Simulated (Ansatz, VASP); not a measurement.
Rh: VASP beside Ansatz

```
Rh
1.0
     0.00000    1.95860    1.90155
     1.95860    0.00000    1.90155
     1.95860    1.95860    0.00000
Rh
1
Direct
  0.00000 0.00000 0.00000
```

Change from the starting cell: strain +0.030 along x and y, +0.000 along z, atoms carried along.

Alike in both runs: task single point; functional r2SCAN; k mesh 8 × 8 × 8; occupations gaussian, width 0.15 eV; no spin polarisation.

|  | VASP | Ansatz |
| --- | --- | --- |
| version | VASP 6.6.1 | Ansatz 0.2.0 |
| potentials or method | VASP PAW PBE potentials, release 64 (Rh_pv), cutoff 520 eV | scalar-relativistic, plane waves, PAW |
| valence electrons in the cell | 15 | 17 |

Ansatz gave:

```
gap on the k mesh at the Fermi level (eV)                     : none
pressure (GPa)                                                : -13.9
traceless stress, the component that is largest in VASP (GPa) : 3.80
```

Problem. Which values does VASP return?

Solution. gap on the k mesh at the Fermi level (eV): none; pressure (GPa): -13.0; traceless stress, the component that is largest in VASP (GPa): 3.82.

VASP's potentials were made for PBE, not for r2SCAN. A gap of «none» marks a metal or a gap that the smearing closes. VASP's potentials hold 15 valence electrons a cell and Ansatz's 17, so a difference there can come from the potentials and not from the codes.
